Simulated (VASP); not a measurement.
# Li (Im-3m) in VASP: relaxation of cell and atoms with PBE-based screened hybrid with 25 % exact exchange

Aim: the relaxation of cell and atoms of Li with PBE-based screened hybrid with 25 % exact exchange.

All numbers are computed with VASP 6.6.1; they aren't measurements. Logs are shortened: lines on timing, memory, paths and dates and some standing lists are left out, and cuts for length are marked.

## 1. The cell of the first run

Symmetry: Im-3m, No. 229, cubic system. Conventional cell: a = 3.509 Å, b = 3.509 Å, c = 3.509 Å, α = 90.00°, β = 90.00°, γ = 90.00°. Within 4.0 Å of Li (site symmetry m-3m) lie 14 Li at 3.04 to 3.51 Å.

## 2. Relaxation of cell and atoms, PBE-based screened hybrid with 25 % exact exchange

Input file POSCAR:

```
Li
1.0
   -1.7546500000      1.7546500000      1.7546500000
    1.7546500000     -1.7546500000      1.7546500000
    1.7546500000      1.7546500000     -1.7546500000
Li
1
Direct
    0.0000000000      0.0000000000      0.0000000000
```

Input file INCAR.step1:

```
PREC     = Accurate       # precision mode
ENCUT    = 600            # plane-wave cutoff, eV
EDIFF    = 1E-5           # SCF threshold, eV
ISMEAR   = -1             # smearing method
SIGMA    = 0.05           # smearing width, eV
LREAL    = False          # projectors in reciprocal space
LASPH    = True           # aspherical terms in the spheres
NELM     = 60             # most SCF steps
ALGO     = Normal         # electronic algorithm
LWAVE    = True           # write WAVECAR
LCHARG   = False          # write CHGCAR
GGA      = PE             # functional
NBANDS   = 8              # bands
```

Input file INCAR.step2:

```
PREC     = Accurate       # precision mode
ENCUT    = 600            # plane-wave cutoff, eV
EDIFF    = 1E-7           # SCF threshold, eV
ISMEAR   = -1             # smearing method
SIGMA    = 0.05           # smearing width, eV
LREAL    = False          # projectors in reciprocal space
LASPH    = True           # aspherical terms in the spheres
NELM     = 60             # most SCF steps
ALGO     = Normal         # electronic algorithm
ISIF     = 3              # what is computed and relaxed
LWAVE    = False          # write WAVECAR
LCHARG   = False          # write CHGCAR
GGA      = PE             # functional
LHFCALC  = True           # exact exchange
AEXX     = 0.25           # exact-exchange fraction
HFSCREEN = 0.3            # screening, 1/A
PRECFOCK = Normal       
IBRION   = 2              # ionic algorithm
NSW      = 60             # ionic steps
EDIFFG   = -0.01          # ionic threshold
ISTART   = 1
```

Input file KPOINTS:

```
Automatic mesh
0
Gamma
  6 6 6
```

Potentials or basis: VASP PAW PBE potentials, release 64 (Li_sv).

Run with:

```sh
$ cat potpaw_PBE.64/Li_sv/POTCAR > POTCAR
$ cp INCAR.step1 INCAR
$ mpirun -np 1 vasp_std > vasp.out
$ cp INCAR.step2 INCAR
$ mpirun -np 1 vasp_std > vasp.out
```

OUTCAR:

```text
PREC = Accurate
   ENCUT = 600
   EDIFF = 1E-7
   ISMEAR = -1
   LREAL = False
   LASPH = True
   NELM = 60
   ISIF = 3
   GGA = PE
   LHFCALC = True
   AEXX = 0.25
   HFSCREEN = 0.3
   PRECFOCK = Normal
   IBRION = 2
   NSW = 60
   EDIFFG = -0.01
   ISTART = 1

 ion  position               nearest neighbor table
   1  0.000  0.000  0.000-

  LATTYP: Found a body centered cubic cell.
 ALAT       =     3.5093000000

  Lattice vectors:

 A1 = (  -1.7546500000,   1.7546500000,   1.7546500000)
 A2 = (   1.7546500000,  -1.7546500000,   1.7546500000)
 A3 = (   1.7546500000,   1.7546500000,  -1.7546500000)

Analysis of symmetry for initial positions (statically):
=====================================================================
 Subroutine PRICEL returns:
 Original cell was already a primitive cell.

 Routine SETGRP: Setting up the symmetry group for a
 body centered cubic supercell.

 Subroutine GETGRP returns: Found 48 space group operations
 (whereof 48 operations were pure point group operations)
 out of a pool of 48 trial point group operations.

The static configuration has the point symmetry O_h .

Analysis of symmetry for dynamics (positions and initial velocities):
=====================================================================
 Subroutine PRICEL returns:
 Original cell was already a primitive cell.

 Routine SETGRP: Setting up the symmetry group for a
 body centered cubic supercell.

 Subroutine GETGRP returns: Found 48 space group operations
 (whereof 48 operations were pure point group operations)
 out of a pool of 48 trial point group operations.

The dynamic configuration has the point symmetry O_h .

 Subroutine INISYM returns: Found 48 space group operations
 (whereof 48 operations are pure point group operations),
 and found     1 'primitive' translations

----------------------------------------------------------------------------------------

                                     Primitive cell

  volume of cell :      21.6088

  direct lattice vectors                    reciprocal lattice vectors
    -1.754650000  1.754650000  1.754650000     0.000000000  0.284957114  0.284957114
     1.754650000 -1.754650000  1.754650000     0.284957114  0.000000000  0.284957114
     1.754650000  1.754650000 -1.754650000     0.284957114  0.284957114  0.000000000

  length of vectors
     3.039142950  3.039142950  3.039142950     0.402990215  0.402990215  0.402990215

  position of ions in fractional coordinates (direct lattice)
     0.000000000  0.000000000  0.000000000

  ion indices of the primitive-cell ions
   primitive index   ion index
                 1           1

----------------------------------------------------------------------------------------

 KPOINTS: Automatic mesh

Automatic generation of k-mesh.
 Grid dimensions read from file:
 generate k-points for:    6    6    6

 Generating k-lattice:

  Cartesian coordinates                     Fractional coordinates (reciprocal lattice)
     0.000000000  0.047492852  0.047492852     0.166666667  0.000000000  0.000000000
     0.047492852  0.000000000  0.047492852     0.000000000  0.166666667  0.000000000
     0.047492852  0.047492852  0.000000000     0.000000000  0.000000000  0.166666667

  Length of vectors
     0.067165036  0.067165036  0.067165036

  Shift w.r.t. Gamma in fractional coordinates (k-lattice)
     0.000000000  0.000000000  0.000000000

 Subroutine IBZKPT returns following result:
 ===========================================

 Found     16 irreducible k-points:

 Following reciprocal coordinates:
            Coordinates               Weight
  0.000000  0.000000  0.000000      1.000000
  0.166667  0.000000  0.000000     12.000000
  0.333333  0.000000  0.000000     12.000000
  0.500000  0.000000  0.000000      6.000000
  0.166667  0.166667  0.000000     24.000000
  0.333333  0.166667  0.000000     48.000000
[... 8 lines left out ...]
  0.500000  0.500000  0.333333     12.000000
  0.500000  0.500000  0.500000      1.000000
   k-points           NKPTS =     16   k-points in BZ     NKDIM =    216   number of bands    NBANDS=      5
   number of dos      NEDOS =    301   number of ions     NIONS =      1
   total plane-waves  NPLWV =  13824
   dimension x,y,z NGX =    24 NGY =   24 NGZ =   24
   dimension x,y,z NGXF=    48 NGYF=   48 NGZF=   48
   ions per type =               1
   NGX,Y,Z   is equivalent  to a cutoff of  13.13, 13.13, 13.13 a.u.
   NGXF,Y,Z  is equivalent  to a cutoff of  26.26, 26.26, 26.26 a.u.
 SYSTEM =  unknown system
   PREC   = accura    normal or accurate (medium, high low for compatibility)
   ISTART =      1    job   : 0-new  1-cont  2-samecut
   ICHARG =      0    charge: 1-file 2-atom 10-const
   ISPIN  =      1    spin polarized calculation?
   LNONCOLLINEAR =      F non collinear calculations
   LSORBIT =      F    spin-orbit coupling
   LASPH  =      T    aspherical Exc in radial PAW
   ENCUT  =  600.0 eV  44.10 Ry    6.64 a.u.   6.07  6.07  6.07*2*pi/ulx,y,z
   NELM   =     60;   NELMIN=  2; NELMDL=  0     # of ELM steps
   EDIFF  = 0.1E-06   stopping-criterion for ELM
   LREAL  =      F    real-space projection
   EDIFFG = -.1E-01   stopping-criterion for IOM
   NSW    =     60    number of steps for IOM
   IBRION =      2    ionic relax: 0-MD 1-quasi-New 2-CG
   NFREE  =      1    steps in history (QN), initial steepest desc. (CG)
   ISIF   =      3    stress and relaxation
   ISYM   =      3    0-nonsym 1-usesym 2-fastsym
   POTIM  = 0.5000    time-step for ionic-motion
   TEBEG  =    0.0;   TEEND  =   0.0 temperature during run
   PSTRESS=    0.0 pullay stress
   NELECT =       3.0000    total number of electrons
   NUPDOWN=      -1.0000    fix difference up-down
   EMIN   =  10.00;   EMAX   =-10.00  energy-range for DOS
   EFERMI =   0.00;   METHOD = LEGACY
   ISMEAR =    -1;   SIGMA  =   0.05  broadening in eV -4-tet -1-fermi 0-gaus
   EFERMI_NEDOS =   21; number of points for ismear=-14 and -15
   IALGO  =     38    algorithm
   IMIX   =      1    mixing-type and parameters
     AMIX     =   0.40;   BMIX     =  1.00
     AMIX_MAG =   1.60;   BMIX_MAG =  1.00
  volume/ion in A,a.u.               =      21.61       145.82
  Fermi-wavevector in a.u.,A,eV,Ry     =   0.847692  1.601906  9.776898  0.718582
  Thomas-Fermi vector in A             =   1.963238
   LORBIT       =      0    0 simple, 1 ext, 2 COOP (PROOUT), +10 PAW based schemes
   GGA     = PE    functional components
   LHFCALC =     T    Hartree Fock is set to
   PRECFOCK=normal    Normal, Fast or Accurate (Low or Medium for compatibility)
   ENCUT4O =  -1.0   cutoff for four orbital integrals eV
   NKREDX  =     1    reduce k-point grid by
   NKREDY  =     1    reduce k-point grid by
   NKREDZ  =     1    reduce k-point grid by
   AEXX    =    0.2500 exact exchange contribution
   HFSCREEN=    0.3000 screening length (either q_TF or 0.3 A-1)
   HFSCREENC=   0.3000 screening length for correlation (either q_TF or 0.3 A-1)
   ENCUTFOCK=  -1.0 apply spherical cutoff to Coloumb kernel
   IVDW    =     0    specifies the selected vdW correction
   LEPSILON=     F    determine dielectric tensor
   LRPA    =     F    only Hartree local field effects (RPA)
 conjugate gradient relaxation of ions
 non-spin polarized calculation
  energy-cutoff  :      600.00
  volume of cell :       21.61
 maximum number of plane-waves:       736
  NGX = 20; NGY = 20; NGZ = 20

--------------------------------------- Ionic step        1  -------------------------------------------

 number of electron       2.9999991 magnetization

 Free energy of the ion-electron system (eV)
  ---------------------------------------------------
  ext. energy  EPLUGINS =         0.00000000
  ---------------------------------------------------
  free energy    TOTEN  =        -1.90373640 eV

  energy without entropy =       -1.88845877  energy(sigma->0) =       -1.89609759

------------------------ aborting loop because EDIFF is reached ----------------------------------------

  FORCE on cell =-STRESS in cart. coord.  units (eV):
  Direction    XX          YY          ZZ          XY          YZ          ZX
  --------------------------------------------------------------------------------------
  -------------------------------------------------------------------------------------
  Total       -0.0742628     -0.0742628     -0.0742628      0.0000000     -0.0000000      0.0000000
  in kB       -5.5061766     -5.5061766     -5.5061766      0.0000000     -0.0000000      0.0000000
  external PRESSURE =      -5.5061766 kB  Pullay stress =       0.0000000 kB

 VOLUME and BASIS-vectors are now :
 -----------------------------------------------------------------------------
  energy-cutoff  :      600.00
  volume of cell :       21.61
      direct lattice vectors                 reciprocal lattice vectors
    -1.754650000  1.754650000  1.754650000     0.000000000  0.284957114  0.284957114
     1.754650000 -1.754650000  1.754650000     0.284957114  0.000000000  0.284957114
     1.754650000  1.754650000 -1.754650000     0.284957114  0.284957114  0.000000000
[... 36 lines left out ...]
 POSITION                                       TOTAL-FORCE (eV/Angst)
 -----------------------------------------------------------------------------------
     -1.74836      1.74836      1.74836         0.000000     -0.000000      0.000000
 -----------------------------------------------------------------------------------
    total drift:                                0.000000      0.000000     -0.000000

  FREE ENERGIE OF THE ION-ELECTRON SYSTEM (eV)
  ---------------------------------------------------
  free  energy   TOTEN  =        -1.9044275518 eV

  energy  without entropy=       -1.8891482234  energy(sigma->0) =       -1.89678789

--------------------------------------- Ionic step        3  -------------------------------------------

 number of electron       2.9999994 magnetization

 Free energy of the ion-electron system (eV)
  ---------------------------------------------------
  ext. energy  EPLUGINS =         0.00000000
  ---------------------------------------------------
  free energy    TOTEN  =        -1.90541544 eV

  energy without entropy =       -1.89013045  energy(sigma->0) =       -1.89777295

 E-fermi :   0.6241     XC(G=0):  -6.0537

 val. band max:        0.1384985467   @ k =   0.1667   0.1667   0.1667
 cond. band min:       0.6367808660   @ k =   0.3333   0.1667   0.0000
 fundamental gap:      0.4982823194
 Fermi energy:         0.6241431444

 k-point     1 :       0.0000    0.0000    0.0000
  band No.  band energies     occupation
      1     -49.4735      2.00000
      2      -3.5223      2.00000
      3      15.6687      0.00000
      4      15.6687      0.00000
      5      15.6687      0.00000

 k-point     2 :       0.1667    0.0000    0.0000
  band No.  band energies     occupation
      1     -49.4689      2.00000
      2      -2.8962      2.00000
      3      12.3523      0.00000
      4      13.8898      0.00000
      5      14.8115      0.00000

 k-point     3 :       0.3333    0.0000    0.0000
  band No.  band energies     occupation
      1     -49.4596      2.00000
      2      -1.0715      2.00000
      3       7.1383      0.00000
      4      12.0493      0.00000
      5      13.4137      0.00000
[... 124 lines left out ...]
 POSITION                                       TOTAL-FORCE (eV/Angst)
 -----------------------------------------------------------------------------------
      0.00000      0.00000     -0.00000         0.000000      0.000000      0.000000
 -----------------------------------------------------------------------------------
    total drift:                                0.000000     -0.000000     -0.000000

  FREE ENERGIE OF THE ION-ELECTRON SYSTEM (eV)
  ---------------------------------------------------
  free  energy   TOTEN  =        -1.9054154398 eV

  energy  without entropy=       -1.8901304539  energy(sigma->0) =       -1.89777295

 reached required accuracy - stopping structural energy minimisation
```

Wall time 7.6 min (1 thread of Intel Xeon 8259CL, shared host); peak memory 0.23 GiB.

What came out:

* Free energy: -1.9054 eV
* Relaxed volume: 20.69 Å³/atom
* Relaxed cell: a = 2.996 Å, b = 2.996 Å, c = 2.996 Å, α = 109.47°, β = 109.47°, γ = 109.47°
* Space group after relaxing (to 0.1 Å): Im-3m (No. 229)
* Energy gained by relaxing: 1.7 meV/atom
* Ionic steps: 3
* Pressure after relaxing: 0.0 GPa
* Band gap on the k mesh: zero (an odd number of electrons rules out a gap without spin polarisation)

Step by step:
| step | energy change (eV) | largest force (eV/Å) | pressure (GPa) | volume (Å³) |
| --- | --- | --- | --- | --- |
| 1 | 0.0000 | 0.0000 | -0.55 | 21.61 |
| 2 | -0.0007 | 0.0000 | -0.43 | 21.38 |
| 3 | -0.0017 | 0.0000 | -0.04 | 20.69 |

Final structure:
```cif
data_structure
_symmetry_space_group_name_H-M 'P 1'
_symmetry_Int_Tables_number 1
_cell_length_a 2.9956
_cell_length_b 2.9956
_cell_length_c 2.9956
_cell_angle_alpha 109.471
_cell_angle_beta 109.471
_cell_angle_gamma 109.471
_cell_volume 20.69
loop_
_atom_site_label
_atom_site_type_symbol
_atom_site_fract_x
_atom_site_fract_y
_atom_site_fract_z
_atom_site_occupancy
Li1 Li 0.00000 0.00000 0.00000 1
```

Caveat: the k points lie up to 0.43 Å⁻¹ apart in the final cell, too coarse for converged energies and pressures of a metal; the cutoff is under 1.25 times the usual one of these potentials, so pressure, stress and relaxed cells hold a basis-set (Pulay) error; the PAW data sets were made with another functional, which shifts forces and pressure a little.

The gap in the log of VASP goes by the Fermi energy; the results here count the filled bands.